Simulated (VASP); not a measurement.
# Nb (Im-3m) in VASP: notebook

Runs on Nb. Level: PBE. Tasks: relaxation of cell and atoms.

All numbers are computed with VASP 6.6.1; they aren't measurements. Logs are shortened: lines on timing, memory, paths and dates and some standing lists are left out, and cuts for length are marked.

## Step 1: The cell of the first run

Symmetry: Im-3m, No. 229, cubic system. Conventional cell: a = 3.169 Å, b = 3.169 Å, c = 3.169 Å, α = 90.00°, β = 90.00°, γ = 90.00°. Within 3.6 Å of Nb (site symmetry m-3m) lie 14 Nb at 2.74 to 3.17 Å.

## Step 2: Relaxation of cell and atoms, PBE, target pressure 28 GPa, at which the enthalpy is minimised

Input file INCAR:

```
SYSTEM = Nb
ALGO = Normal ; EDIFF = 1E-7
EDIFFG = -0.005 ; ENCUT = 600
GGA = PE ; IBRION = 2
ISIF = 3 ; ISMEAR = -1
LASPH = .True. ; LCHARG = .False.
LREAL = .False. ; LWAVE = .False.
NELM = 60 ; NSW = 32
PREC = Accurate ; PSTRESS = 280.0
SIGMA = 0.08
```

Input file KPOINTS:

```
k-points
0
Gamma
  17 17 17
  0 0 0
```

Input file POSCAR:

```
Nb
1.0
   -1.5844129659      1.5844129659      1.5844129659
    1.5844129659     -1.5844129659      1.5844129659
    1.5844129659      1.5844129659     -1.5844129659
Nb
1
Direct
    0.0000000000      0.0000000000      0.0000000000
```

Potentials or basis: VASP PAW PBE potentials, release 64 (Nb_sv).

Command:

```console
cat potpaw_PBE.64/Nb_sv/POTCAR > POTCAR
mpirun -np 1 vasp_std > vasp.out
```

OUTCAR:

```text
SYSTEM = Nb
   EDIFF = 1E-7
   EDIFFG = -0.005
   ENCUT = 600
   GGA = PE
   IBRION = 2
   ISIF = 3
   ISMEAR = -1
   LASPH = .True.
   LREAL = .False.
   NELM = 60
   NSW = 32
   PREC = Accurate
   PSTRESS = 280.0

 ion  position               nearest neighbor table
   1  0.000  0.000  0.000-

  LATTYP: Found a body centered cubic cell.
 ALAT       =     3.1688259318

  Lattice vectors:

 A1 = (  -1.5844129659,   1.5844129659,   1.5844129659)
 A2 = (   1.5844129659,  -1.5844129659,   1.5844129659)
 A3 = (   1.5844129659,   1.5844129659,  -1.5844129659)

Analysis of symmetry for initial positions (statically):
=====================================================================
 Subroutine PRICEL returns:
 Original cell was already a primitive cell.

 Routine SETGRP: Setting up the symmetry group for a
 body centered cubic supercell.

 Subroutine GETGRP returns: Found 48 space group operations
 (whereof 48 operations were pure point group operations)
 out of a pool of 48 trial point group operations.

The static configuration has the point symmetry O_h .

Analysis of symmetry for dynamics (positions and initial velocities):
=====================================================================
 Subroutine PRICEL returns:
 Original cell was already a primitive cell.

 Routine SETGRP: Setting up the symmetry group for a
 body centered cubic supercell.

 Subroutine GETGRP returns: Found 48 space group operations
 (whereof 48 operations were pure point group operations)
 out of a pool of 48 trial point group operations.

The dynamic configuration has the point symmetry O_h .

 Subroutine INISYM returns: Found 48 space group operations
 (whereof 48 operations are pure point group operations),
 and found     1 'primitive' translations

----------------------------------------------------------------------------------------

                                     Primitive cell

  volume of cell :      15.9098

  direct lattice vectors                    reciprocal lattice vectors
    -1.584412966  1.584412966  1.584412966     0.000000000  0.315574292  0.315574292
     1.584412966 -1.584412966  1.584412966     0.315574292  0.000000000  0.315574292
     1.584412966  1.584412966 -1.584412966     0.315574292  0.315574292  0.000000000

  length of vectors
     2.744283757  2.744283757  2.744283757     0.446289444  0.446289444  0.446289444

  position of ions in fractional coordinates (direct lattice)
     0.000000000  0.000000000  0.000000000

  ion indices of the primitive-cell ions
   primitive index   ion index
                 1           1

----------------------------------------------------------------------------------------

 KPOINTS: k-points

Automatic generation of k-mesh.
 Grid dimensions read from file:
 generate k-points for:   17   17   17

 Generating k-lattice:

  Cartesian coordinates                     Fractional coordinates (reciprocal lattice)
     0.000000000  0.018563194  0.018563194     0.058823529  0.000000000  0.000000000
     0.018563194  0.000000000  0.018563194     0.000000000  0.058823529  0.000000000
     0.018563194  0.018563194  0.000000000     0.000000000  0.000000000  0.058823529

  Length of vectors
     0.026252320  0.026252320  0.026252320

  Shift w.r.t. Gamma in fractional coordinates (k-lattice)
     0.000000000  0.000000000  0.000000000

 Subroutine IBZKPT returns following result:
 ===========================================

 Found    165 irreducible k-points:

 Following reciprocal coordinates:
            Coordinates               Weight
  0.000000  0.000000  0.000000      1.000000
  0.058824  0.000000  0.000000     12.000000
  0.117647  0.000000  0.000000     12.000000
  0.176471  0.000000  0.000000     12.000000
  0.235294  0.000000  0.000000     12.000000
  0.294118  0.000000  0.000000     12.000000
[... 16 lines left out ...]
  0.411765  0.117647  0.000000     48.000000
  0.176471  0.176471  0.000000     24.000000
 [... further k-points ...]
   k-points           NKPTS =    165   k-points in BZ     NKDIM =    165   number of bands    NBANDS=     10
   number of dos      NEDOS =    301   number of ions     NIONS =      1
   total plane-waves  NPLWV =  13824
   dimension x,y,z NGX =    24 NGY =   24 NGZ =   24
   dimension x,y,z NGXF=    48 NGYF=   48 NGZF=   48
   ions per type =               1
   NGX,Y,Z   is equivalent  to a cutoff of  14.54, 14.54, 14.54 a.u.
   NGXF,Y,Z  is equivalent  to a cutoff of  29.08, 29.08, 29.08 a.u.
 SYSTEM =  Nb
   PREC   = accura    normal or accurate (medium, high low for compatibility)
   ISTART =      0    job   : 0-new  1-cont  2-samecut
   ICHARG =      2    charge: 1-file 2-atom 10-const
   ISPIN  =      1    spin polarized calculation?
   LNONCOLLINEAR =      F non collinear calculations
   LSORBIT =      F    spin-orbit coupling
   LASPH  =      T    aspherical Exc in radial PAW
   ENCUT  =  600.0 eV  44.10 Ry    6.64 a.u.   5.48  5.48  5.48*2*pi/ulx,y,z
   NELM   =     60;   NELMIN=  2; NELMDL= -5     # of ELM steps
   EDIFF  = 0.1E-06   stopping-criterion for ELM
   LREAL  =      F    real-space projection
   EDIFFG = -.5E-02   stopping-criterion for IOM
   NSW    =     32    number of steps for IOM
   IBRION =      2    ionic relax: 0-MD 1-quasi-New 2-CG
   NFREE  =      1    steps in history (QN), initial steepest desc. (CG)
   ISIF   =      3    stress and relaxation
   ISYM   =      2    0-nonsym 1-usesym 2-fastsym
   POTIM  = 0.5000    time-step for ionic-motion
   TEBEG  =    0.0;   TEEND  =   0.0 temperature during run
   PSTRESS=  280.0 pullay stress
   NELECT =      13.0000    total number of electrons
   NUPDOWN=      -1.0000    fix difference up-down
   EMIN   =  10.00;   EMAX   =-10.00  energy-range for DOS
   EFERMI =   0.00;   METHOD = LEGACY
   ISMEAR =    -1;   SIGMA  =   0.08  broadening in eV -4-tet -1-fermi 0-gaus
   EFERMI_NEDOS =   21; number of points for ismear=-14 and -15
   IALGO  =     38    algorithm
   IMIX   =      4    mixing-type and parameters
     AMIX     =   0.40;   BMIX     =  1.00
     AMIX_MAG =   1.60;   BMIX_MAG =  1.00
  volume/ion in A,a.u.               =      15.91       107.36
  Fermi-wavevector in a.u.,A,eV,Ry     =   1.530503  2.892232 31.870830  2.342440
  Thomas-Fermi vector in A             =   2.637977
   LORBIT       =      0    0 simple, 1 ext, 2 COOP (PROOUT), +10 PAW based schemes
   GGA     = PE    functional components
   LHFCALC =     F    Hartree Fock is set to
   AEXX    =    0.0000 exact exchange contribution
   IVDW    =     0    specifies the selected vdW correction
   LEPSILON=     F    determine dielectric tensor
   LRPA    =     F    only Hartree local field effects (RPA)
 conjugate gradient relaxation of ions
 non-spin polarized calculation
  energy-cutoff  :      600.00
  volume of cell :       15.91
 maximum number of plane-waves:       555
 NGX is ok and might be reduce to    24
   NGX = 11   NGY = 11   NGZ = 11

--------------------------------------- Ionic step        1  -------------------------------------------

 number of electron      13.0000000 magnetization

 Free energy of the ion-electron system (eV)
  ---------------------------------------------------
  ext. energy  EPLUGINS =         0.00000000
  ---------------------------------------------------
  free energy    TOTEN  =       -10.05992573 eV

  energy without entropy =      -10.03384456  energy(sigma->0) =      -10.04688514

------------------------ aborting loop because EDIFF is reached ----------------------------------------

  FORCE on cell =-STRESS in cart. coord.  units (eV):
  Direction    XX          YY          ZZ          XY          YZ          ZX
  --------------------------------------------------------------------------------------
  -------------------------------------------------------------------------------------
  Total        2.7452230      2.7452230      2.7452230      0.0000000     -0.0000000      0.0000000
  in kB      276.4541165    276.4541165    276.4541165      0.0000000     -0.0000000      0.0000000
  external PRESSURE =      -3.5458835 kB  Pullay stress =     280.0000000 kB
[... 59 lines left out ...]
  enthalpy is  TOTEN    =        -7.2793295822 eV   P V=        2.7662889789

--------------------------------------- Ionic step        3  -------------------------------------------

 number of electron      13.0000000 magnetization

 Free energy of the ion-electron system (eV)
  ---------------------------------------------------
  ext. energy  EPLUGINS =         0.00000000
  ---------------------------------------------------
  free energy    TOTEN  =       -10.05617917 eV

  energy without entropy =      -10.03015513  energy(sigma->0) =      -10.04316715

 E-fermi :  13.0500     XC(G=0): -13.1618

 val. band max:       13.0403252688   @ k =  -0.2941   0.2941   0.0588
 cond. band min:      13.0526612954   @ k =  -0.2941   0.2941   0.1765
 fundamental gap:      0.0123360266
 Fermi energy:        13.0499628670

 k-point     1 :       0.0000    0.0000    0.0000
  band No.  band energies     occupation
      1     -41.2264      2.00000
      2     -16.1910      2.00000
      3     -16.1910      2.00000
      4     -16.1910      2.00000
      5       6.9025      2.00000
      6      13.3374      0.05358
      7      13.3374      0.05358
      8      13.3374      0.05358
      9      16.6823      0.00000
     10      16.6823      0.00000
[... 287 lines left out ...]
 k-point    24 :       0.1765    0.1765    0.0000
  band No.  band energies     occupation
      1     -40.9569      2.00000
      2     -17.4732      2.00000
      3     -16.6159      2.00000
      4     -16.3270      2.00000
      5       9.7914      2.00000
      6      11.8012      2.00000
      7      12.2454      1.99991
      8      15.6817      0.00000
      9      17.4360      0.00000
     10      17.8393      0.00000

 [... further k-points ...]

------------------------ aborting loop because EDIFF is reached ----------------------------------------

  FORCE on cell =-STRESS in cart. coord.  units (eV):
  Direction    XX          YY          ZZ          XY          YZ          ZX
  --------------------------------------------------------------------------------------
  -------------------------------------------------------------------------------------
  Total        2.7771339      2.7771339      2.7771339     -0.0000000      0.0000000     -0.0000000
  in kB      280.0474589    280.0474589    280.0474589     -0.0000000      0.0000000     -0.0000000
  external PRESSURE =       0.0474589 kB  Pullay stress =     280.0000000 kB
[... 16 lines left out ...]
  FREE ENERGIE OF THE ION-ELECTRON SYSTEM (eV)
  ---------------------------------------------------
  free  energy   TOTEN  =       -10.0561791667 eV

  energy  without entropy=      -10.0301551325  energy(sigma->0) =      -10.04316715

  enthalpy is  TOTEN    =        -7.2795159154 eV   P V=        2.7766632513

 reached required accuracy - stopping structural energy minimisation
```

Run time: 94 s. Hardware: 1 thread of Intel Xeon 8259CL, shared host; peak memory 0.17 GiB.

Results:

```yaml
Free_energy: -10.0562 eV
Relaxed_volume: 15.89 Å³/atom
Relaxed_cell: a = 2.743 Å, b = 2.743 Å, c = 2.743 Å, α = 109.47°, β = 109.47°, γ = 109.47°
Space_group_after_relaxing_to_0.1_Å: Im-3m (No. 229)
Energy_change_on_relaxing_the_run_minimises_the_enthalpy: +3.7 meV/atom
Ionic_steps: 3
Pressure_after_relaxing: 28.0 GPa
Band_gap_on_the_k_mesh: zero (an odd number of electrons rules out a gap without spin polarisation)
```

The path:
```tsv
step	energy change (eV)	largest force (eV/Å)	pressure (GPa)	volume (Å³)
1	0.0000	0.0000	27.65	15.91
2	0.0143	0.0000	29.02	15.83
3	0.0037	0.0000	28.00	15.89
```

Final structure:
```yaml
crystal:
  lattice:
    - [-1.58370, 1.58370, 1.58370]
    - [1.58370, -1.58370, 1.58370]
    - [1.58370, 1.58370, -1.58370]
  atoms:
    - { symbol: Nb, position: [0.00000, 0.00000, 0.00000] }
```

Levels at points of the mesh, in eV from the Fermi level:
```tsv
k point	band 2	band 3	band 4	band 5	band 6	band 7	band 8	band 9	band 10
(0.00, 0.00, 0.00)	-29.24	-29.24	-29.24	-6.15	0.29	0.29	0.29	3.63	3.63
```

Caveat: the cell is relaxed towards a set pressure, so the run minimises the enthalpy, not the energy.

## Step 3: Relaxation of cell and atoms, PBE, target pressure 28 GPa, at which the enthalpy is minimised

This run uses another cell than the first one, of 16.43 Å³/atom.

Input file INCAR:

```
SYSTEM = Nb
PREC     = Accurate       ! precision mode
ENCUT    = 600            ! plane-wave cutoff, eV
EDIFF    = 1E-7           ! SCF threshold, eV
ISMEAR   = -1             ! smearing method
SIGMA    = 0.08           ! smearing width, eV
LREAL    = .FALSE.        ! projectors in reciprocal space
LASPH    = .TRUE.         ! aspherical terms in the spheres
NELM     = 80             ! most SCF steps
ALGO     = Normal         ! electronic algorithm
ISIF     = 3              ! what is computed and relaxed
LWAVE    = .FALSE.        ! write WAVECAR
LCHARG   = .FALSE.        ! write CHGCAR
GGA      = PE             ! functional
IBRION   = 2              ! ionic algorithm
NSW      = 60             ! ionic steps
EDIFFG   = -0.005         ! ionic threshold
PSTRESS  = 280.0
```

Input file KPOINTS:

```
Automatic mesh
0
G
  17 17 17
  0 0 0
```

Input file POSCAR:

```
Nb
1.0
   -1.6015035540      1.6015035540      1.6015035540
    1.6015035540     -1.6015035540      1.6015035540
    1.6015035540      1.6015035540     -1.6015035540
Nb
1
Direct
    0.0000000000      0.0000000000      0.0000000000
```

Potentials or basis: VASP PAW PBE potentials, release 64 (Nb_sv).

Command:

```console
cat potpaw_PBE.64/Nb_sv/POTCAR > POTCAR
mpirun -np 1 vasp_std > vasp.out
```

OUTCAR:

```text
SYSTEM = Nb
   PREC = Accurate
   ENCUT = 600
   EDIFF = 1E-7
   ISMEAR = -1
   LREAL = .FALSE.
   LASPH = .TRUE.
   NELM = 80
   ISIF = 3
   GGA = PE
   IBRION = 2
   NSW = 60
   EDIFFG = -0.005
   PSTRESS = 280.0

 ion  position               nearest neighbor table
   1  0.000  0.000  0.000-

  LATTYP: Found a body centered cubic cell.
 ALAT       =     3.2030071080

  Lattice vectors:

 A1 = (  -1.6015035540,   1.6015035540,   1.6015035540)
 A2 = (   1.6015035540,  -1.6015035540,   1.6015035540)
 A3 = (   1.6015035540,   1.6015035540,  -1.6015035540)

Analysis of symmetry for initial positions (statically):
=====================================================================
 Subroutine PRICEL returns:
 Original cell was already a primitive cell.

[... 292 lines left out ...]
 fundamental gap:      0.0126026464
 Fermi energy:        13.0481011430

 k-point     1 :       0.0000    0.0000    0.0000
  band No.  band energies     occupation
      1     -41.2283      2.00000
      2     -16.1933      2.00000
      3     -16.1933      2.00000
      4     -16.1933      2.00000
      5       6.9007      2.00000
      6      13.3356      0.05350
      7      13.3356      0.05350
      8      13.3356      0.05350
      9      16.6801      0.00000
     10      16.6801      0.00000
[... 287 lines left out ...]
 k-point    24 :       0.1765    0.1765    0.0000
  band No.  band energies     occupation
      1     -40.9590      2.00000
      2     -17.4751      2.00000
      3     -16.6181      2.00000
      4     -16.3293      2.00000
      5       9.7895      2.00000
      6      11.7996      2.00000
      7      12.2436      1.99991
      8      15.6797      0.00000
      9      17.4336      0.00000
     10      17.8369      0.00000

 [... further k-points ...]

------------------------ aborting loop because EDIFF is reached ----------------------------------------

  FORCE on cell =-STRESS in cart. coord.  units (eV):
  Direction    XX          YY          ZZ          XY          YZ          ZX
  --------------------------------------------------------------------------------------
  -------------------------------------------------------------------------------------
  Total        2.7744069      2.7744069      2.7744069      0.0000000      0.0000000      0.0000000
  in kB      279.7401471    279.7401471    279.7401471      0.0000000      0.0000000      0.0000000
  external PRESSURE =      -0.2598529 kB  Pullay stress =     280.0000000 kB
[... 20 lines left out ...]
  energy  without entropy=      -10.0308033949  energy(sigma->0) =      -10.04381782

  enthalpy is  TOTEN    =        -7.2798481533 eV   P V=        2.7769840970

 reached required accuracy - stopping structural energy minimisation
```

OSZICAR:

```text
N       E                     dE             d eps       ncg     rms          rms(c)
DAV:   1     0.132475657797E+03    0.13248E+03   -0.82453E+03  3300   0.147E+03
DAV:   2    -0.436572474230E+01   -0.13684E+03   -0.13351E+03  3496   0.482E+02
DAV:   3    -0.100955440062E+02   -0.57298E+01   -0.54063E+01  4810   0.851E+01
[... 41 lines left out ...]
DAV:   3    -0.100568197267E+02    0.20000E-04   -0.14687E-04  5036   0.140E-01    0.198E-02
DAV:   4    -0.100568256657E+02   -0.59390E-05   -0.47517E-06  3970   0.242E-02    0.108E-02
DAV:   5    -0.100568319597E+02   -0.62940E-05   -0.12721E-05  5410   0.258E-02    0.410E-03
DAV:   6    -0.100568320874E+02   -0.12767E-06   -0.18764E-07  3012   0.609E-03    0.170E-03
DAV:   7    -0.100568322693E+02   -0.18193E-06   -0.53777E-08  1834   0.368E-03    0.244E-04
DAV:   8    -0.100568322503E+02    0.19040E-07   -0.13027E-08  1718   0.217E-03
   4 F= -.72798482E+01 E0= -.72668337E+01  d E =-.146970E-01
```

CONTCAR:

```text
Nb
   1.00000000000000
    -1.5837573769941993    1.5837573769941993    1.5837573769941993
     1.5837573769941993   -1.5837573769941993    1.5837573769941993
     1.5837573769941993    1.5837573769941993   -1.5837573769941993
  Nb
     1
Direct
     1.0000000000000000    1.0000000000000000    1.0000000000000000

  0.00000000E+00  0.00000000E+00  0.00000000E+00
```

Wall time 2.3 min (1 thread of Intel Xeon 8259CL, shared host); peak memory 0.18 GiB.

What came out:

```
Free energy                                                : -10.0568 eV
Relaxed volume                                             : 15.89 Å³/atom
Relaxed cell                                               : a = 2.743 Å, b = 2.743 Å, c = 2.743 Å, α = 109.47°, β = 109.47°, γ = 109.47°
Space group after relaxing (to 0.1 Å)                      : Im-3m (No. 229)
Energy change on relaxing (the run minimises the enthalpy) : +79.7 meV/atom
Ionic steps                                                : 4
Pressure after relaxing                                    : 28.0 GPa
Band gap on the k mesh                                     : zero (an odd number of electrons rules out a gap without spin polarisation)
```

Step by step:
```tsv
step	energy change (eV)	largest force (eV/Å)	pressure (GPa)	volume (Å³)
1	0.0000	0.0000	19.53	16.43
2	0.4561	0.0000	57.82	14.45
3	0.0765	0.0000	27.66	15.91
4	0.0797	0.0000	27.97	15.89
```

Final structure:
```yaml
crystal:
  lattice:
    - [-1.58376, 1.58376, 1.58376]
    - [1.58376, -1.58376, 1.58376]
    - [1.58376, 1.58376, -1.58376]
  atoms:
    - { symbol: Nb, position: [0.00000, 0.00000, 0.00000] }
```

Caveat: the cell is relaxed towards a set pressure, so the run minimises the enthalpy, not the energy.
